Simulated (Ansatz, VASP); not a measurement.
## KF in VASP and in Ansatz

```xyz
2
Lattice="4.6017 0.0000 0.0000 -2.3009 3.9852 0.0000 0.0000 0.0000 4.7251" Properties=species:S:1:pos:R:3 pbc="T T T"
K     0.0000    0.0000    0.0000
F     0.0000    0.0000    2.3626
```

Alike in both runs: functional PBE; k mesh 5 × 5 × 3; occupations gaussian, width 0.15 eV; no spin polarisation.

Ansatz relaxed the structure, and its values are those at the end. VASP's run is a single point on that final structure, the one shown.

|  | VASP | Ansatz |
| --- | --- | --- |
| version | VASP 6.6.1 | Ansatz 0.2.0 |
| potentials or method | VASP PAW PBE potentials, release 64 (K_sv, F), cutoff 600 eV | scalar-relativistic, plane waves, PAW |
| valence electrons in the cell | 16 | 16 |

```csv
,VASP,Ansatz,Ansatz less VASP
gap on the k mesh at the Fermi level (eV),3.11,3.13,+0.013
least direct gap on the mesh (eV),3.13,3.14,+0.012
pressure (GPa),0.5,0.5,0.00
```

The functional is the same, so the differences come from potentials, cutoffs and numerics.

The k mesh is coarse, so the values compare programs but aren't converged.
